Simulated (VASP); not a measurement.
Set up this calculation in VASP 6.6.1, as the native input.

```
Task                   : single point
Functional             : PBE
Potentials or basis    : VASP PAW PBE potentials, release 64 (Mg, Be, Te, O)
Cutoff                 : 520 eV
k mesh                 : 4 × 4 × 4
Occupations            : gaussian, width 0.1 eV
Spin                   : no spin polarisation
Dipole correction      : no
Further INCAR settings : ALGO = Normal; EDIFF = 1e-06; NBANDS = 21
```

The structure of MgBe2Te2O lies in POSCAR:

```
MgBe2Te2O
1.0
    3.6413490828      0.0000000000      0.0000000000
    0.0000000000      3.6413490828      0.0000000000
    0.0000000000      0.0000000000      7.6744991693
Mg Be Te O
1 2 2 1
Direct
    0.0000000000      0.0000000000      0.5000000000
    0.0000000000      0.5000000000      0.0000000000
    0.5000000000      0.0000000000      0.0000000000
    0.5000000000      0.5000000000      0.2684721556
    0.5000000000      0.5000000000      0.7315278444
    0.0000000000      0.0000000000      0.0000000000
```

These files were run (other wordings do the same):

INCAR

```
SYSTEM = MgBe2Te2O
  ALGO = Normal
  EDIFF = 1E-6
  ENCUT = 520
  GGA = PE
  ISIF = 2
  ISMEAR = 0
  LASPH = .True.
  LCHARG = .False.
  LREAL = .False.
  LWAVE = .False.
  NBANDS = 21
  NELM = 60
  PREC = Accurate
  SIGMA = 0.1
```

KPOINTS

```
k-points
0
Gamma
  4 4 4
  0 0 0
```

Potentials or basis: VASP PAW PBE potentials, release 64 (Mg, Be, Te, O).

Command:

```console
$ cat potpaw_PBE.64/Mg/POTCAR potpaw_PBE.64/Be/POTCAR potpaw_PBE.64/Te/POTCAR potpaw_PBE.64/O/POTCAR > POTCAR
$ mpirun -np 1 vasp_std > vasp.out
```

It gave:

```json
{
  "Pressure": "0.1 GPa",
  "Largest force": "0.014 eV/Å",
  "Band gap on the k mesh": "zero (band 12 reaches 7.06 eV, above the bottom of band 13 at 6.65 eV)"
}
```

Caveat: the k points lie up to 0.43 Å⁻¹ apart; spin-orbit coupling is left out, which moves the levels of the heavy elements.

Wall time 17 s on 1 thread of Intel(R) Xeon(R) 6975P-C (Granite Rapids), with other jobs on the host, peak memory 0.23 GiB.
